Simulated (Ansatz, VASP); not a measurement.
## One calculation of W3N4, two programs

```
CELL_PARAMETERS angstrom
4.12200 0.00000 0.00000
0.00000 4.12200 0.00000
0.00000 0.00000 4.12200
ATOMIC_POSITIONS crystal
W 0.50000 0.50000 0.00000
W 0.00000 0.50000 0.50000
W 0.50000 0.00000 0.50000
N 0.50000 0.50000 0.50000
N 0.50000 0.00000 0.00000
N 0.00000 0.50000 0.00000
N 0.00000 0.00000 0.50000
```

Alike in both runs: task relaxation of cell and atoms; functional LDA; k mesh 10 × 10 × 10; occupations gaussian, width 0.1 eV; no spin polarisation.

|  | VASP | Ansatz |
| --- | --- | --- |
| version | VASP 6.6.1 | Ansatz 0.2.0 |
| potentials or method | VASP PAW LDA potentials, release 64 (W_sv, N), cutoff 600 eV | scalar-relativistic, plane waves, PAW |
| valence electrons in the cell | 62 | 62 |

VASP gave:

- gap on the k mesh at the Fermi level, each at its own relaxed structure (eV): none
- relaxed volume (Å³/atom): 10.33
- relaxed length of the cell vector where the two differ most in proportion (Å): 4.166

Question: What did Ansatz give for the same quantities?

Answer: gap on the k mesh at the Fermi level, each at its own relaxed structure (eV): none; relaxed volume (Å³/atom): 10.25; relaxed length of the cell vector where the two differ most in proportion (Å): 4.156.

LDA's correlation is that of Perdew and Zunger in VASP and of Perdew and Wang (1992) in Ansatz. A gap of «none» marks a metal or a gap that the smearing closes.

Spin-orbit coupling is off throughout.
